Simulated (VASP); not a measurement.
Crystal: CaO.

```xyz
2
Lattice="0.0000 2.3975 2.3975 2.3975 0.0000 2.3975 2.3975 2.3975 0.0000" Properties=species:S:1:pos:R:3 pbc="T T T"
Ca    0.0000    0.0000    0.0000
O     2.3975    2.3975    2.3975
```

Base run:

```yaml
Program: VASP 6.6.1
Functional: PBE0
Potentials_or_basis: VASP PAW PBE potentials, release 64 (Ca_sv, O)
Cutoff: 520 eV
k_mesh: 6 × 6 × 6
Occupations: gaussian, width 0.01 eV
Spin: no spin polarisation
```

Its results: band gap on the k mesh 6.05 eV (least direct gap 6.48 eV); pressure 0.8 GPa.

Question: The run is repeated on the same cell with these changes: functional from PBE0 to PBE. What comes out?

Answer: Band gap on the k mesh 3.63 eV (least direct gap 4.01 eV); pressure 3.1 GPa.

Caveats: the PAW data sets were made with another functional, which shifts forces and pressure a little (at least some runs); the cell stands under pressure (at least some runs).

A k mesh can miss the band edges.
